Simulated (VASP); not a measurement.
# Cd (P6_3/mmc) in VASP: density of states with PBE

Aim: the density of states of Cd with PBE.

Everything below comes from runs of VASP 6.6.1. Logs are shortened: lines on timing, memory, paths and dates and some standing lists are left out, and cuts for length are marked.

### 1 The cell of the first run

It takes space group P6_3/mmc (No. 194, hexagonal). Conventional cell: a = 2.352 Å, b = 2.352 Å, c = 3.783 Å, α = 90.00°, β = 90.00°, γ = 120.00°. Within 3.1 Å of Cd (site symmetry -6m2) lie 12 Cd at 2.33 to 2.35 Å.

### 2 Density of states, PBE (volume scaled by 0.4)

POSCAR reads:

```
Cd
1.0
    2.3517475104      0.0000000000      0.0000000000
   -1.1758737552      2.0366730873      0.0000000000
    0.0000000000      0.0000000000      3.7830639780
Cd
2
Direct
    0.3333333333      0.6666666667      0.2500000000
    0.6666666667      0.3333333333      0.7500000000
```

INCAR.step1 reads:

```
PREC = Accurate
ENCUT = 520
EDIFF = 1E-6
ISMEAR = -1
SIGMA = 0.08
LREAL = False
LASPH = True
NELM = 60
ALGO = Normal
ISIF = 2
LWAVE = False
LCHARG = True
GGA = PE
NBANDS = 19
```

KPOINTS.step1 reads:

```
Automatic mesh
0
Gamma
  15 15 8
```

INCAR.step2 reads:

```
PREC = Accurate
ENCUT = 520
EDIFF = 1E-6
ISMEAR = -5
SIGMA = 0.08
LREAL = False
LASPH = True
NELM = 60
ALGO = Normal
ISIF = 2
LWAVE = False
LCHARG = False
GGA = PE
LORBIT = 11
NEDOS = 1001
ICHARG = 11
```

KPOINTS.step2 reads:

```
Automatic mesh
0
Gamma
  23 23 12
```

Potentials or basis: VASP PAW PBE potentials, release 64 (Cd).

Launch:

```console
$ cat potpaw_PBE.64/Cd/POTCAR > POTCAR
$ cp INCAR.step1 INCAR
$ cp KPOINTS.step1 KPOINTS
$ mpirun -np 1 vasp_std > vasp.out
$ cp INCAR.step2 INCAR
$ cp KPOINTS.step2 KPOINTS
$ mpirun -np 1 vasp_std > vasp.out
```

OUTCAR:

```text
PREC = Accurate
   ENCUT = 520
   EDIFF = 1E-6
   ISMEAR = -5
   LREAL = False
   LASPH = True
   NELM = 60
   ISIF = 2
   GGA = PE
   LORBIT = 11
   ICHARG = 11

 ion  position               nearest neighbor table
   1  0.333  0.667  0.250-   2 2.33   2 2.33   2 2.33   2 2.33   2 2.33   2 2.33   2 3.31   2 3.31
                             2 3.31   2 3.31   2 3.31   2 3.31
   2  0.667  0.333  0.750-   1 2.33   1 2.33   1 2.33   1 2.33   1 2.33   1 2.33   1 3.31   1 3.31
                             1 3.31   1 3.31   1 3.31   1 3.31

  LATTYP: Found a hexagonal cell.
 ALAT       =     2.3517475104
 C/A-ratio  =     1.6086182557

  Lattice vectors:

 A1 = (   2.3517475104,   0.0000000000,   0.0000000000)
 A2 = (  -1.1758737552,   2.0366730873,   0.0000000000)
 A3 = (   0.0000000000,   0.0000000000,   3.7830639780)

Analysis of symmetry for initial positions (statically):
=====================================================================
 Subroutine PRICEL returns:
 Original cell was already a primitive cell.

 Routine SETGRP: Setting up the symmetry group for a
 hexagonal supercell.

 Subroutine GETGRP returns: Found 24 space group operations
 (whereof 12 operations were pure point group operations)
 out of a pool of 24 trial point group operations.

The static configuration has the point symmetry D_3d.
 The point group associated with its full space group is D_6h.

Analysis of symmetry for dynamics (positions and initial velocities):
=====================================================================
 Subroutine PRICEL returns:
 Original cell was already a primitive cell.

 Routine SETGRP: Setting up the symmetry group for a
 hexagonal supercell.

 Subroutine GETGRP returns: Found 24 space group operations
 (whereof 12 operations were pure point group operations)
 out of a pool of 24 trial point group operations.

The dynamic configuration has the point symmetry D_3d.
 The point group associated with its full space group is D_6h.

 Subroutine INISYM returns: Found 24 space group operations
 (whereof 12 operations are pure point group operations),
 and found     1 'primitive' translations

----------------------------------------------------------------------------------------

                                     Primitive cell

  volume of cell :      18.1199

  direct lattice vectors                    reciprocal lattice vectors
     2.351747510  0.000000000  0.000000000     0.425215715  0.245498408  0.000000000
    -1.175873755  2.036673087  0.000000000     0.000000000  0.490996815  0.000000000
     0.000000000  0.000000000  3.783063978     0.000000000  0.000000000  0.264336000

  length of vectors
     2.351747510  2.351747510  3.783063978     0.490996815  0.490996815  0.264336000

  position of ions in fractional coordinates (direct lattice)
     0.333333333  0.666666667  0.250000000
     0.666666667  0.333333333  0.750000000

  ion indices of the primitive-cell ions
   primitive index   ion index
                 1           1
                 2           2

----------------------------------------------------------------------------------------

 KPOINTS: Automatic mesh

Automatic generation of k-mesh.
 Grid dimensions read from file:
 generate k-points for:   23   23   12

 Generating k-lattice:

  Cartesian coordinates                     Fractional coordinates (reciprocal lattice)
     0.018487640  0.010673844  0.000000000     0.043478261 -0.000000000  0.000000000
     0.000000000  0.021347688  0.000000000     0.000000000  0.043478261  0.000000000
     0.000000000  0.000000000  0.022028000     0.000000000  0.000000000  0.083333333

  Length of vectors
     0.021347688  0.021347688  0.022028000

  Shift w.r.t. Gamma in fractional coordinates (k-lattice)
     0.000000000  0.000000000  0.000000000

 TETIRR: Found   6486 inequivalent tetrahedra from    38088

 Subroutine IBZKPT returns following result:
 ===========================================

 Found    392 irreducible k-points:

 Following reciprocal coordinates:
            Coordinates               Weight
  0.000000  0.000000  0.000000      1.000000
  0.043478 -0.000000  0.000000      6.000000
  0.086957 -0.000000  0.000000      6.000000
  0.130435  0.000000  0.000000      6.000000
  0.173913 -0.000000  0.000000      6.000000
  0.217391  0.000000  0.000000      6.000000
[... 16 lines left out ...]
  0.478261  0.043478  0.000000      6.000000
  0.086957  0.086957  0.000000      6.000000
 [... further k-points ...]
   k-points           NKPTS =    392   k-points in BZ     NKDIM =    392   number of bands    NBANDS=     16
   number of dos      NEDOS =   1001   number of ions     NIONS =      2
   total plane-waves  NPLWV =   9072
   dimension x,y,z NGX =    18 NGY =   18 NGZ =   28
   dimension x,y,z NGXF=    36 NGYF=   36 NGZF=   56
   ions per type =               2
   NGX,Y,Z   is equivalent  to a cutoff of  12.72, 12.72, 12.30 a.u.
   NGXF,Y,Z  is equivalent  to a cutoff of  25.45, 25.45, 24.61 a.u.
 SYSTEM =  unknown system
   PREC   = accura    normal or accurate (medium, high low for compatibility)
   ISTART =      0    job   : 0-new  1-cont  2-samecut
   ICHARG =     11    charge: 1-file 2-atom 10-const
   ISPIN  =      1    spin polarized calculation?
   LNONCOLLINEAR =      F non collinear calculations
   LSORBIT =      F    spin-orbit coupling
   LASPH  =      T    aspherical Exc in radial PAW
   ENCUT  =  520.0 eV  38.22 Ry    6.18 a.u.   4.37  4.37  7.03*2*pi/ulx,y,z
   NELM   =     60;   NELMIN=  2; NELMDL=  0     # of ELM steps
   EDIFF  = 0.1E-05   stopping-criterion for ELM
   LREAL  =      F    real-space projection
   EDIFFG = 0.1E-04   stopping-criterion for IOM
   NSW    =      0    number of steps for IOM
   IBRION =     -1    ionic relax: 0-MD 1-quasi-New 2-CG
   NFREE  =      0    steps in history (QN), initial steepest desc. (CG)
   ISIF   =      2    stress and relaxation
   ISYM   =      2    0-nonsym 1-usesym 2-fastsym
   POTIM  = 0.5000    time-step for ionic-motion
   TEBEG  =    0.0;   TEEND  =   0.0 temperature during run
   PSTRESS=    0.0 pullay stress
   NELECT =      24.0000    total number of electrons
   NUPDOWN=      -1.0000    fix difference up-down
   EMIN   =  10.00;   EMAX   =-10.00  energy-range for DOS
   EFERMI =   0.00;   METHOD = LEGACY
   ISMEAR =    -5;   SIGMA  =   0.08  broadening in eV -4-tet -1-fermi 0-gaus
   EFERMI_NEDOS =   21; number of points for ismear=-14 and -15
   IALGO  =     38    algorithm
   IMIX   =      4    mixing-type and parameters
     AMIX     =   0.40;   BMIX     =  1.00
     AMIX_MAG =   1.60;   BMIX_MAG =  1.00
  volume/ion in A,a.u.               =       9.06        61.14
  Fermi-wavevector in a.u.,A,eV,Ry     =   1.797877  3.397495 43.978958  3.232362
  Thomas-Fermi vector in A             =   2.859130
   LORBIT       =     11    0 simple, 1 ext, 2 COOP (PROOUT), +10 PAW based schemes
   GGA     = PE    functional components
   LHFCALC =     F    Hartree Fock is set to
   AEXX    =    0.0000 exact exchange contribution
   IVDW    =     0    specifies the selected vdW correction
   LEPSILON=     F    determine dielectric tensor
   LRPA    =     F    only Hartree local field effects (RPA)
 non-spin polarized calculation
 Fermi weights with tetrahedron method with Bloechl corrections
  energy-cutoff  :      520.00
  volume of cell :       18.12
 maximum number of plane-waves:       513
 NGX is ok and might be reduce to    18

 number of electron      23.9999981 magnetization

 Free energy of the ion-electron system (eV)
  ---------------------------------------------------
  ext. energy  EPLUGINS =         0.00000000
  ---------------------------------------------------
  free energy    TOTEN  =        15.98810786 eV

  energy without entropy =       15.98810786  energy(sigma->0) =       15.98810786

 E-fermi :  15.9723     XC(G=0): -16.4950

 val. band max:       16.5075778245   @ k =   0.3043   0.0870   0.0000
 cond. band min:      15.8513296763   @ k =   0.3043   0.3043   0.2500
 fundamental gap:     -0.6562481483
 Fermi energy:        15.9723407251

 k-point     1 :       0.0000    0.0000    0.0000
  band No.  band energies     occupation
      1      -4.8471      2.00000
      2      -4.3031      2.00000
      3      -0.9025      2.00000
      4      -0.8550      2.00000
      5      -0.8550      2.00000
      6      -0.2104      2.00000
[... 8 lines left out ...]
     15      32.1244      0.00000
     16      32.4678      0.00000

 k-point     2 :       0.0435   -0.0000    0.0000
  band No.  band energies     occupation
      1      -4.7586      2.00000
      2      -4.2434      2.00000
      3      -1.0944      2.00000
      4      -0.7894      2.00000
      5      -0.6714      2.00000
      6      -0.2365      2.00000
[... 8 lines left out ...]
     15      32.2052      0.00000
     16      32.4174      0.00000

 k-point     3 :       0.0870   -0.0000    0.0000
  band No.  band energies     occupation
      1      -4.5024      2.00000
      2      -4.0755      2.00000
      3      -1.3271      2.00000
      4      -0.5951      2.00000
      5      -0.4703      2.00000
      6      -0.2824      2.00000
[... 8 lines left out ...]
     15      32.0393      0.00000
     16      32.4274      0.00000

 k-point     4 :       0.1304    0.0000    0.0000
  band No.  band energies     occupation
      1      -4.1136      2.00000
      2      -3.8335      2.00000
      3      -1.5586      2.00000
      4      -0.4679      2.00000
      5      -0.2803      2.00000
      6      -0.1733      2.00000
[... 8 lines left out ...]
     15      31.3643      0.00000
     16      32.7243      0.00000

 k-point     5 :       0.1739   -0.0000    0.0000
  band No.  band energies     occupation
      1      -3.7276      2.00000
      2      -3.5311      2.00000
      3      -1.7129      2.00000
      4      -0.7310      2.00000
      5      -0.5479      2.00000
      6      -0.0825      2.00000
[... 8 lines left out ...]
     15      31.1542      0.00000
     16      31.1607      0.00000

 k-point     6 :       0.2174    0.0000    0.0000
  band No.  band energies     occupation
      1      -3.6059      2.00000
      2      -3.1608      2.00000
      3      -1.6400      2.00000
      4      -1.3737      2.00000
      5      -0.5585      2.00000
      6      -0.3123      2.00000
[... 8 lines left out ...]
     15      29.6426      0.00000
     16      30.6068      0.00000
[... 267 lines left out ...]
 k-point    21 :       0.3913    0.0435    0.0000
  band No.  band energies     occupation
      1      -4.3874      2.00000
      2      -3.5666      2.00000
      3      -3.1848      2.00000
      4      -1.1397      2.00000
      5      -0.0659      2.00000
      6       0.1742      2.00000
[... 8 lines left out ...]
     15      24.0705      0.00000
     16      25.1573      0.00000

 k-point    22 :       0.4348    0.0435    0.0000
  band No.  band energies     occupation
      1      -4.5034      2.00000
      2      -3.7540      2.00000
      3      -3.2592      2.00000
      4      -1.2056      2.00000
      5      -0.1421      2.00000
      6       0.3029      2.00000
[... 8 lines left out ...]
     15      23.5796      0.00000
     16      24.2635      0.00000

 k-point    23 :       0.4783    0.0435    0.0000
  band No.  band energies     occupation
      1      -4.5431      2.00000
      2      -3.8169      2.00000
      3      -3.2855      2.00000
      4      -1.2278      2.00000
      5      -0.1679      2.00000
      6       0.3462      2.00000
[... 8 lines left out ...]
     15      23.4104      0.00000
     16      23.8653      0.00000

 k-point    24 :       0.0870    0.0870    0.0000
  band No.  band energies     occupation
      1      -3.8783      2.00000
      2      -3.6990      2.00000
      3      -1.7199      2.00000
      4      -0.4533      2.00000
      5      -0.2952      2.00000
      6      -0.1242      2.00000
[... 8 lines left out ...]
     15      29.8049      0.00000
     16      32.8733      0.00000

 [... further k-points ...]

------------------------ aborting loop because EDIFF is reached ----------------------------------------

  FORCE on cell =-STRESS in cart. coord.  units (eV):
  Direction    XX          YY          ZZ          XY          YZ          ZX
  --------------------------------------------------------------------------------------
  -------------------------------------------------------------------------------------
  Total       61.2292351     61.2292351     61.6284012      0.0000000      0.0000000      0.0000000
  in kB     5413.9434183   5413.9434183   5449.2380425      0.0000000      0.0000000      0.0000000
  external PRESSURE =    5425.7082930 kB  Pullay stress =       0.0000000 kB

 VOLUME and BASIS-vectors are now :
 -----------------------------------------------------------------------------
  energy-cutoff  :      520.00
  volume of cell :       18.12
      direct lattice vectors                 reciprocal lattice vectors
     2.351747510  0.000000000  0.000000000     0.425215715  0.245498408  0.000000000
    -1.175873755  2.036673087  0.000000000     0.000000000  0.490996815  0.000000000
     0.000000000  0.000000000  3.783063978     0.000000000  0.000000000  0.264336000

 POSITION                                       TOTAL-FORCE (eV/Angst)
 -----------------------------------------------------------------------------------
     -0.00000      1.35778      0.94577        -0.000000      0.000000      0.000000
      1.17587      0.67889      2.83730         0.000000     -0.000000     -0.000000
 -----------------------------------------------------------------------------------
    total drift:                               -0.000000      0.000000      0.000000

  FREE ENERGIE OF THE ION-ELECTRON SYSTEM (eV)
  ---------------------------------------------------
  free  energy   TOTEN  =        15.9881078582 eV

  energy  without entropy=       15.9881078582  energy(sigma->0) =       15.98810786

 total charge

# of ion       s       p       d       tot
------------------------------------------
    1        0.779   1.332   9.869  11.980
    2        0.779   1.332   9.869  11.980
--------------------------------------------------
tot          1.557   2.665  19.738  23.960
```

It took 74 s on 1 thread of Intel Xeon 6975P-C (Granite Rapids), shared host; peak memory 0.22 GiB.

Results:

- Valence electrons inside the program's atomic spheres: Cd 11.98

Levels at points of the mesh, in eV from the Fermi level:
| k point | band 10 | band 11 | band 12 | band 13 | band 14 | band 15 |
| --- | --- | --- | --- | --- | --- | --- |
| (0.00, 0.00, 0.00) | -12.89 | -12.89 | -9.30 | 0.49 | 12.25 | 16.15 |
| (0.00, 0.00, 0.50) | -13.62 | -13.62 | -13.62 | 9.80 | 9.80 | 13.75 |

Caveat: tetrahedron occupations give inexact forces and stress in metals.
